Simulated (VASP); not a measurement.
Set up this calculation in VASP 6.6.1, as the native input.

```
Task                   : single point
Functional             : r2SCAN
Potentials or basis    : VASP PAW PBE potentials, release 64 (La, O)
Cutoff                 : 660 eV
k mesh                 : 12 × 12 × 4
Occupations            : gaussian, width 0.01 eV
Spin                   : no spin polarisation
Dipole correction      : no
Further INCAR settings : ALGO = Normal; EDIFF = 1e-06; NBANDS = 28
```

La2O3:

```xyz
5
Lattice="3.9351 -0.0850 0.0000 -2.0412 3.4504 0.0000 0.0000 0.0000 6.1262" Properties=species:S:1:pos:R:3 pbc="T T T"
La    1.9091    1.0942    4.6174
La   -0.0151    2.2712    1.5088
O     1.9287    1.0926    2.1678
O    -0.0348    2.2728    3.9584
O     0.0000    0.0000    0.0000
```

This cell differs from its parent crystal: shear xy strain -4.3%.

These files were run (other wordings do the same):

POSCAR

```
La2O3
1.0
    3.9351015410     -0.0849981933      0.0000000000
   -2.0411613652      3.4503969976      0.0000000000
    0.0000000000      0.0000000000      6.1262271606
La O
2 3
Direct
    0.6580433991      0.3333382381      0.7537099431
    0.3419566009      0.6666617619      0.2462900569
    0.6628661554      0.3330022044      0.3538556718
    0.3371338446      0.6669977956      0.6461443282
    0.0000000000      0.0000000000      0.0000000000
```

INCAR.step1

```
SYSTEM = La2O3
  ALGO = Normal
  EDIFF = 1E-5
  ENCUT = 660
  GGA = PE
  GGA_COMPAT = .FALSE.
  ISMEAR = 0
  KPAR = 4
  LASPH = .TRUE.
  LCHARG = .FALSE.
  LMAXMIX = 6
  LREAL = .FALSE.
  LWAVE = .TRUE.
  NBANDS = 28
  NELM = 200
  PREC = Accurate
  SIGMA = 0.01
```

INCAR.step2

```
SYSTEM = La2O3
  ALGO = Normal
  EDIFF = 1E-6
  ENCUT = 660
  GGA_COMPAT = .FALSE.
  ISIF = 2
  ISMEAR = 0
  ISTART = 1
  KPAR = 4
  LASPH = .TRUE.
  LCHARG = .FALSE.
  LMAXMIX = 6
  LMIXTAU = .TRUE.
  LREAL = .FALSE.
  LWAVE = .FALSE.
  METAGGA = R2SCAN
  NBANDS = 28
  NELM = 200
  PREC = Accurate
  SIGMA = 0.01
```

KPOINTS

```
k-points
0
G
  12 12 4
  0 0 0
```

Potentials or basis: VASP PAW PBE potentials, release 64 (La, O).

The run is started by

```sh
$ cat potpaw_PBE.64/La/POTCAR potpaw_PBE.64/O/POTCAR > POTCAR
$ cp INCAR.step1 INCAR
$ mpirun -np 4 vasp_std > vasp.out
$ cp INCAR.step2 INCAR
$ mpirun -np 4 vasp_std > vasp.out
```

Results of the run:

```
Pressure               : -0.5 GPa
Largest force          : 0.031 eV/Å
Band gap on the k mesh : 4.19 eV (least direct gap 4.37 eV)
```

Caveat: the cell differs from its parent crystal (shear xy strain -4.3%); the PAW data sets were made with another functional, which shifts forces and pressure a little; spin-orbit coupling is left out, which moves the levels of the heavy elements.

Wall time 48 min on 4 MPI ranks on Oxide Virtual Turin-like Processor, with other jobs on the host, peak memory 0.95 GiB a rank.
